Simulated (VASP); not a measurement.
A run of VASP 6.6.1 is set up as follows.

POSCAR

```
Al3GaN4
1.0
    5.0380821985      0.0000000000      0.0000609633
    0.0000000000      3.1249488273      0.0000000000
   -0.0032907418      0.0000000000      5.4103929818
Al Ga N
3 1 4
Direct
    0.5002216625      0.5000000000      0.1672550745
    0.0006683705      0.5000000000      0.8349019374
    0.0010043255      0.0000000000      0.3316444641
    0.5310739707     -0.0509125220      0.6662041082
    0.1107069781      0.0000000000      0.6663170124
    0.1226755900      0.5000000000      0.1671322918
    0.6254135993      0.5000000000      0.8406810063
    0.6234137866      0.0000000000      0.3258647496
```

Contents of INCAR.step1:

```
SYSTEM = Al3GaN4
  PREC = Accurate
  ENCUT = 520
  ISMEAR = 0
  SIGMA = 0.05
  LREAL = .False.
  LASPH = .True.
  NELM = 100
  NBANDS = 31
  GGA = PE
  ALGO = Normal
  EDIFF = 1E-4
  LWAVE = .True.
  LCHARG = .False.
```

File INCAR.step2:

```
SYSTEM = Al3GaN4
  PREC = Accurate
  ENCUT = 520
  EDIFF = 1E-7
  ISMEAR = 0
  SIGMA = 0.05
  LREAL = .False.
  LASPH = .True.
  NELM = 100
  ALGO = Normal
  ISIF = 2
  LWAVE = .False.
  LCHARG = .False.
  METAGGA = R2SCAN
  LMIXTAU = .True.
  NBANDS = 31
  ISTART = 1
```

The input KPOINTS:

```
Automatic mesh
0
Gamma
  6 8 4
  0 0 0
```

Potentials or basis: VASP PAW PBE potentials, release 64 (Al, Ga_d, N).

Run with:

```console
$ cat potpaw_PBE.64/Al/POTCAR potpaw_PBE.64/Ga_d/POTCAR potpaw_PBE.64/N/POTCAR > POTCAR
$ cp INCAR.step1 INCAR
$ mpirun -np 1 vasp_std > vasp.out
$ cp INCAR.step2 INCAR
$ mpirun -np 1 vasp_std > vasp.out
```

Task: Predict the band gap on the k mesh.

Result: 4.01 eV.

Task: What does it give for the pressure?

Result: 1.9 GPa.

Task: Predict the largest force.

Result: 4.244 eV/Å.

Stress tensor (GPa, compression positive):
```
-1.44 -2.09  0.89
-2.09  3.98 -4.55
 0.89 -4.55  3.07
```

Caveat: the cell differs from its parent crystal (all Ga atoms moved +0.225 Å, as atom 4 along Cartesian [1 -1 0]); the stress differs along the axes, from -1 to 4 GPa; the PAW data sets were made with another functional, which shifts forces and pressure a little. A k mesh can miss the band edges.
